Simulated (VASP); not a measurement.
# Cu (P6_3/mmc) in VASP: further runs, part 3 of 3

VASP 6.6.1.

## 5. Single point, r2SCAN (strain -0.0375 x Voigt [1, 1, 0, 0, 0, 0])

Contents of POSCAR:

```
Cu
1.0
    2.4390680447      0.0000000000      0.0000000000
   -1.2195340223      2.1122948883      0.0000000000
    0.0000000000      0.0000000000      4.1125710000
Cu
2
Direct
    0.3333333333      0.6666666667      0.2500000000
    0.6666666667      0.3333333333      0.7500000000
```

Contents of INCAR.step1:

```
SYSTEM = Cu
PREC     = Accurate       ! precision mode
ENCUT    = 520            ! plane-wave cutoff, eV
ISMEAR   = 0              ! smearing method
SIGMA    = 0.15           ! smearing width, eV
LREAL    = .False.        ! projectors in reciprocal space
LASPH    = .True.         ! aspherical terms in the spheres
NELM     = 80             ! most SCF steps
NBANDS   = 18             ! bands
GGA      = PE             ! functional
ALGO     = Normal         ! electronic algorithm
EDIFF    = 1E-4           ! SCF threshold, eV
LWAVE    = .True.         ! write WAVECAR
LCHARG   = .False.        ! write CHGCAR
```

Contents of INCAR.step2:

```
SYSTEM = Cu
PREC     = Accurate       ! precision mode
ENCUT    = 520            ! plane-wave cutoff, eV
EDIFF    = 1E-6           ! SCF threshold, eV
ISMEAR   = 0              ! smearing method
SIGMA    = 0.15           ! smearing width, eV
LREAL    = .False.        ! projectors in reciprocal space
LASPH    = .True.         ! aspherical terms in the spheres
NELM     = 80             ! most SCF steps
ALGO     = Normal         ! electronic algorithm
ISIF     = 2              ! what is computed and relaxed
LWAVE    = .False.        ! write WAVECAR
LCHARG   = .True.         ! write CHGCAR
METAGGA  = R2SCAN         ! meta-GGA
LMIXTAU  = .True.       
LELF     = .True.         ! ELF
LVHAR    = .True.       
NBANDS   = 18             ! bands
ISTART   = 1
```

Contents of KPOINTS:

```
Automatic mesh
0
Gamma
  24 24 12
  0 0 0
```

The run is started by

```bash
$ cat potpaw_PBE.64/Cu/POTCAR > POTCAR
$ cp INCAR.step1 INCAR
$ mpirun -np 1 vasp_std > vasp.out
$ cp INCAR.step2 INCAR
$ mpirun -np 1 vasp_std > vasp.out
```

It took 3.5 min on 1 thread of Intel Xeon 6975P-C (Granite Rapids), shared host; peak memory 0.24 GiB.

It converged, with:

| Item | Value |
| --- | --- |
| Free energy | -21.5432 eV |
| Pressure | 16.2 GPa |
| Band gap on the k mesh | zero (band 11 reaches 13.50 eV, above the bottom of band 12 at 6.58 eV) |

Stress tensor (GPa, compression positive):
```
18.74  0.00  0.00
 0.00 18.74  0.00
 0.00  0.00 11.21
```

Levels at points of the mesh, in eV from the Fermi level:
```tsv
k point	band 7	band 8	band 9	band 10	band 11	band 12	band 13	band 14	band 15	band 16
(0.00, 0.00, 0.00)	-3.22	-2.75	-2.75	-1.96	-1.96	-1.70	4.10	23.54	25.08	25.34
(0.50, 0.00, 0.00)	-3.21	-1.84	-1.78	-1.68	0.05	2.01	8.51	9.05	11.55	12.44
(0.00, 0.00, 0.50)	-3.46	-3.46	-2.22	-2.22	-2.22	-2.22	13.08	13.08	24.29	24.29
(0.50, 0.00, 0.50)	-2.17	-2.17	-1.72	-1.72	0.45	0.45	5.83	5.83	18.51	18.51
```

Caveat: the cell differs from its parent crystal (strain -0.0375 x Voigt [1, 1, 0, 0, 0, 0]); the PAW data sets were made with another functional, which shifts forces and pressure a little.

## 6. Single point, r2SCAN (strain +0.0375 x Voigt [1, 1, 0, 0, 0, 0])

Contents of POSCAR:

```
Cu
1.0
    2.6291252949      0.0000000000      0.0000000000
   -1.3145626475      2.2768892951      0.0000000000
    0.0000000000      0.0000000000      4.1125710000
Cu
2
Direct
    0.3333333333      0.6666666667      0.2500000000
    0.6666666667      0.3333333333      0.7500000000
```

Contents of INCAR.step1:

```
PREC = Accurate ; ENCUT = 520
ISMEAR = 0 ; SIGMA = 0.15
LREAL = False ; LASPH = True
NELM = 60 ; NBANDS = 18
GGA = PE ; ALGO = Normal
EDIFF = 1E-4 ; LWAVE = True
LCHARG = False
```

Contents of INCAR.step2:

```
PREC = Accurate ; ENCUT = 520
EDIFF = 1E-7 ; ISMEAR = 0
SIGMA = 0.15 ; LREAL = False
LASPH = True ; NELM = 60
ALGO = Normal ; ISIF = 2
LWAVE = False ; LCHARG = False
METAGGA = R2SCAN ; LMIXTAU = True
NBANDS = 18 ; ISTART = 1
```

Contents of KPOINTS:

```
Automatic mesh
0
Gamma
  24 24 12
```

Potentials or basis: VASP PAW PBE potentials, release 64 (Cu).

The run is started by

```bash
$ cat potpaw_PBE.64/Cu/POTCAR > POTCAR
$ cp INCAR.step1 INCAR
$ mpirun -np 1 vasp_std > vasp.out
$ cp INCAR.step2 INCAR
$ mpirun -np 1 vasp_std > vasp.out
```

Wall time 4.8 min (1 thread of Intel Xeon 6975P-C (Granite Rapids), shared host); peak memory 0.26 GiB.

It converged, with:

| Property | Result |
| --- | --- |
| Free energy | -21.5744 eV |
| Pressure | -8.9 GPa |
| Band gap on the k mesh | zero (band 11 reaches 10.80 eV, above the bottom of band 12 at 4.91 eV) |

Stress tensor (GPa, compression positive):
```
-11.14   0.00   0.00
  0.00 -11.14   0.00
  0.00   0.00  -4.38
```

Levels at points of the mesh, in eV from the Fermi level:
| k point | band 9 | band 10 | band 11 | band 12 | band 13 | band 14 |
| --- | --- | --- | --- | --- | --- | --- |
| (0.00, 0.00, 0.00) | -2.61 | -1.79 | -1.79 | -0.51 | 4.37 | 21.16 |
| (0.50, 0.00, 0.00) | -1.65 | -1.61 | -0.12 | 1.38 | 8.10 | 8.70 |
| (0.00, 0.00, 0.50) | -2.00 | -2.00 | -2.00 | -2.00 | 13.77 | 13.77 |
| (0.50, 0.00, 0.50) | -1.70 | -1.70 | 0.51 | 0.51 | 4.75 | 4.75 |

Caveat: the cell differs from its parent crystal (strain +0.0375 x Voigt [1, 1, 0, 0, 0, 0]); the PAW data sets were made with another functional, which shifts forces and pressure a little.

## 7. Summary

```csv
cell,gap on the mesh (eV),pressure (GPa)
"a = 2.154, b = 2.154, c = 4.113 Å, angles 90.0, 90.0, 120.0°, 2 atoms",none,132.4
"a = 2.249, b = 2.249, c = 4.113 Å, angles 90.0, 90.0, 120.0°, 2 atoms",none,76.7
"a = 2.344, b = 2.344, c = 4.113 Å, angles 90.0, 90.0, 120.0°, 2 atoms",none,40.2
"a = 2.439, b = 2.439, c = 4.113 Å, angles 90.0, 90.0, 120.0°, 2 atoms",none,16.2
"a = 2.629, b = 2.629, c = 4.113 Å, angles 90.0, 90.0, 120.0°, 2 atoms",none,-8.9
```

Alike in all rows: task single point; level r2SCAN; potentials or basis VASP PAW PBE potentials, release 64 (Cu); no spin polarisation; k mesh 24 × 24 × 12; cutoff (eV) 520; smearing gaussian 0.15 eV.

Caveats: the PAW data sets were made with another functional, which shifts forces and pressure a little.

Total energies depend on the potentials used, so only differences within one code and one set of settings carry meaning.
